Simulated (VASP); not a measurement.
# Ru (Pm-3m) in VASP: single point with LDA

Aim: the single point of Ru with LDA.

Everything below comes from runs of VASP 6.6.1. Logs are shortened: lines on timing, memory, paths and dates and some standing lists are left out, and cuts for length are marked.

### Step 1. The cell of the first run

The structure is cubic, space group Pm-3m (No. 221). The conventional cell has a = 3.233 Å, b = 3.233 Å, c = 3.233 Å, α = 90.00°, β = 90.00°, γ = 90.00°. Ru (site symmetry m-3m) has 6 Ru at 3.23 Å within 4.3 Å.

### Step 2. Single point, LDA

Contents of INCAR:

```
SYSTEM = Ru
PREC     = Accurate       ! precision mode
ENCUT    = 500            ! plane-wave cutoff, eV
EDIFF    = 1E-6           ! SCF threshold, eV
ISMEAR   = -1             ! smearing method
SIGMA    = 0.1            ! smearing width, eV
LREAL    = .False.        ! projectors in reciprocal space
LASPH    = .True.         ! aspherical terms in the spheres
NELM     = 120            ! most SCF steps
ALGO     = Normal         ! electronic algorithm
ISIF     = 2              ! what is computed and relaxed
LWAVE    = .False.        ! write WAVECAR
LCHARG   = .True.         ! write CHGCAR
GGA      = CA             ! functional
LELF     = .True.         ! ELF
LVHAR    = .True.       
NBANDS   = 13             ! bands
GGA_COMPAT= .False.
```

Contents of KPOINTS:

```
Automatic mesh
0
Gamma
  7 7 7
  0 0 0
```

Contents of POSCAR:

```
Ru
1.0
    3.2330000000      0.0000000000      0.0000000000
    0.0000000000      3.2330000000      0.0000000000
    0.0000000000      0.0000000000      3.2330000000
Ru
1
Direct
    0.5000000000      0.5000000000      0.5000000000
```

Potentials or basis: VASP PAW LDA potentials, release 64 (Ru_pv).

Run with:

```bash
$ cat potpaw_LDA.64/Ru_pv/POTCAR > POTCAR
$ mpirun -np 1 vasp_std > vasp.out
```

OUTCAR:

```text
SYSTEM = Ru
   PREC = Accurate
   ENCUT = 500
   EDIFF = 1E-6
   ISMEAR = -1
   LREAL = .False.
   LASPH = .True.
   NELM = 120
   ISIF = 2
   GGA = CA

 ion  position               nearest neighbor table
   1  0.500  0.500  0.500-

  LATTYP: Found a simple cubic cell.
 ALAT       =     3.2330000000

  Lattice vectors:

 A1 = (   3.2330000000,   0.0000000000,   0.0000000000)
 A2 = (   0.0000000000,   3.2330000000,   0.0000000000)
 A3 = (   0.0000000000,   0.0000000000,   3.2330000000)

Analysis of symmetry for initial positions (statically):
=====================================================================
 Subroutine PRICEL returns:
 Original cell was already a primitive cell.

 Routine SETGRP: Setting up the symmetry group for a
 simple cubic supercell.

 Subroutine GETGRP returns: Found 48 space group operations
 (whereof 48 operations were pure point group operations)
 out of a pool of 48 trial point group operations.

The static configuration has the point symmetry O_h .

Analysis of symmetry for dynamics (positions and initial velocities):
=====================================================================
 Subroutine PRICEL returns:
 Original cell was already a primitive cell.

 Routine SETGRP: Setting up the symmetry group for a
 simple cubic supercell.

 Subroutine GETGRP returns: Found 48 space group operations
 (whereof 48 operations were pure point group operations)
 out of a pool of 48 trial point group operations.

The dynamic configuration has the point symmetry O_h .

 Subroutine INISYM returns: Found 48 space group operations
 (whereof 48 operations are pure point group operations),
 and found     1 'primitive' translations

----------------------------------------------------------------------------------------

                                     Primitive cell

  volume of cell :      33.7923

  direct lattice vectors                    reciprocal lattice vectors
     3.233000000  0.000000000  0.000000000     0.309310238  0.000000000  0.000000000
     0.000000000  3.233000000  0.000000000     0.000000000  0.309310238  0.000000000
     0.000000000  0.000000000  3.233000000     0.000000000  0.000000000  0.309310238

  length of vectors
[... 77 lines left out ...]
   EDIFFG = 0.1E-04   stopping-criterion for IOM
   NSW    =      0    number of steps for IOM
   IBRION =     -1    ionic relax: 0-MD 1-quasi-New 2-CG
   NFREE  =      0    steps in history (QN), initial steepest desc. (CG)
   ISIF   =      2    stress and relaxation
   ISYM   =      2    0-nonsym 1-usesym 2-fastsym
   POTIM  = 0.5000    time-step for ionic-motion
   TEBEG  =    0.0;   TEEND  =   0.0 temperature during run
   PSTRESS=    0.0 pullay stress
   NELECT =      14.0000    total number of electrons
   NUPDOWN=      -1.0000    fix difference up-down
   EMIN   =  10.00;   EMAX   =-10.00  energy-range for DOS
   EFERMI =   0.00;   METHOD = LEGACY
   ISMEAR =    -1;   SIGMA  =   0.10  broadening in eV -4-tet -1-fermi 0-gaus
   EFERMI_NEDOS =   21; number of points for ismear=-14 and -15
   IALGO  =     38    algorithm
   IMIX   =      4    mixing-type and parameters
     AMIX     =   0.40;   BMIX     =  1.00
     AMIX_MAG =   1.60;   BMIX_MAG =  1.00
  volume/ion in A,a.u.               =      33.79       228.04
  Fermi-wavevector in a.u.,A,eV,Ry     =   1.220427  2.306273 20.265089  1.489442
  Thomas-Fermi vector in A             =   2.355645
   LORBIT       =      0    0 simple, 1 ext, 2 COOP (PROOUT), +10 PAW based schemes
   GGA     = CA    functional components
   LHFCALC =     F    Hartree Fock is set to
   AEXX    =    0.0000 exact exchange contribution
   IVDW    =     0    specifies the selected vdW correction
   LEPSILON=     F    determine dielectric tensor
   LRPA    =     F    only Hartree local field effects (RPA)
 non-spin polarized calculation
  energy-cutoff  :      500.00
  volume of cell :       33.79
 maximum number of plane-waves:       876
 NGX is ok and might be reduce to    24
   NGX = 11   NGY = 11   NGZ = 11

 number of electron      14.0000013 magnetization

 Free energy of the ion-electron system (eV)
  ---------------------------------------------------
  ext. energy  EPLUGINS =         0.00000000
  ---------------------------------------------------
  free energy    TOTEN  =        -5.69308328 eV

  energy without entropy =       -5.52371089  energy(sigma->0) =       -5.60839708

 E-fermi :   1.7407     XC(G=0):  -9.3706

 val. band max:        1.7357392196   @ k =   0.2857   0.0000   0.0000
 cond. band min:       1.7550146267   @ k =   0.2857   0.1429   0.0000
 fundamental gap:      0.0192754071
 Fermi energy:         1.7407000554

 k-point     1 :       0.0000    0.0000    0.0000
  band No.  band energies     occupation
      1     -39.9152      2.00000
      2     -39.9152      2.00000
      3     -39.9152      2.00000
      4      -1.6904      2.00000
      5      -0.0053      2.00000
      6      -0.0053      2.00000
      7       2.1987      0.02031
      8       2.1987      0.02031
      9       2.1987      0.02031
     10      13.0815      0.00000
     11      13.0815      0.00000
     12      13.0815      0.00000
     13      13.4140      0.00000
[... 290 lines left out ...]
  band No.  band energies     occupation
      1     -39.9741      2.00000
      2     -39.9740      2.00000
      3     -39.9740      2.00000
      4       0.3847      2.00000
      5       0.4588      1.99999
      6       0.4588      1.99999
      7       2.6176      0.00031
      8       2.6176      0.00031
      9       7.2892      0.00000
     10       9.0165      0.00000
     11       9.0165      0.00000
     12      11.1712      0.00000
     13      13.0627      0.00000

------------------------ aborting loop because EDIFF is reached ----------------------------------------

  FORCE on cell =-STRESS in cart. coord.  units (eV):
  Direction    XX          YY          ZZ          XY          YZ          ZX
  --------------------------------------------------------------------------------------
  -------------------------------------------------------------------------------------
  Total       -5.7445758     -5.7445758     -5.7445758      0.0000000     -0.0000000      0.0000000
  in kB     -272.3650849   -272.3650849   -272.3650849      0.0000000     -0.0000000      0.0000000
  external PRESSURE =    -272.3650849 kB  Pullay stress =       0.0000000 kB

 VOLUME and BASIS-vectors are now :
 -----------------------------------------------------------------------------
  energy-cutoff  :      500.00
  volume of cell :       33.79
      direct lattice vectors                 reciprocal lattice vectors
     3.233000000  0.000000000  0.000000000     0.309310238  0.000000000  0.000000000
     0.000000000  3.233000000  0.000000000     0.000000000  0.309310238  0.000000000
     0.000000000  0.000000000  3.233000000     0.000000000  0.000000000  0.309310238

 POSITION                                       TOTAL-FORCE (eV/Angst)
 -----------------------------------------------------------------------------------
      1.61650      1.61650      1.61650         0.000000      0.000000      0.000000
 -----------------------------------------------------------------------------------
    total drift:                                0.000000     -0.000000     -0.000000

  FREE ENERGIE OF THE ION-ELECTRON SYSTEM (eV)
  ---------------------------------------------------
  free  energy   TOTEN  =        -5.6930832780 eV

  energy  without entropy=       -5.5237108889  energy(sigma->0) =       -5.60839708
```

OSZICAR:

```text
N       E                     dE             d eps       ncg     rms          rms(c)
DAV:   1     0.937381003677E+02    0.93738E+02   -0.86302E+03   552   0.983E+02
DAV:   2    -0.465339684088E+01   -0.98391E+02   -0.92263E+02   555   0.264E+02
DAV:   3    -0.603185596535E+01   -0.13785E+01   -0.13588E+01   640   0.345E+01
DAV:   4    -0.604171466095E+01   -0.98587E-02   -0.98537E-02   641   0.297E+00
DAV:   5    -0.604179076343E+01   -0.76102E-04   -0.74616E-04   625   0.234E-01    0.384E+00
DAV:   6    -0.571036924436E+01    0.33142E+00   -0.14669E+00   555   0.117E+01    0.151E+00
DAV:   7    -0.569323587851E+01    0.17133E-01   -0.90486E-02   560   0.298E+00    0.391E-01
DAV:   8    -0.569308180881E+01    0.15407E-03   -0.47085E-03   645   0.710E-01    0.797E-02
DAV:   9    -0.569308098263E+01    0.82618E-06   -0.29999E-04   590   0.159E-01    0.216E-02
DAV:  10    -0.569308361620E+01   -0.26336E-05   -0.16430E-05   595   0.376E-02    0.746E-03
DAV:  11    -0.569308327799E+01    0.33820E-06   -0.21658E-06   600   0.169E-02
   1 F= -.56930833E+01 E0= -.56083971E+01  d E =-.169372E+00
```

It took 3 s on 1 thread of Intel Xeon 6975P-C, shared host; peak memory 0.12 GiB.

Results:

* Free energy: -5.6931 eV
* Pressure: -27.2 GPa
* Band gap on the k mesh: zero (band 7 reaches 2.62 eV, above the bottom of band 8 at 1.50 eV)

Levels at points of the mesh, in eV from the Fermi level:
| k point | band 3 | band 4 | band 5 | band 6 | band 7 | band 8 | band 9 | band 10 | band 11 | band 12 |
| --- | --- | --- | --- | --- | --- | --- | --- | --- | --- | --- |
| (0.00, 0.00, 0.00) | -41.66 | -3.43 | -1.75 | -1.75 | 0.46 | 0.46 | 0.46 | 11.34 | 11.34 | 11.34 |
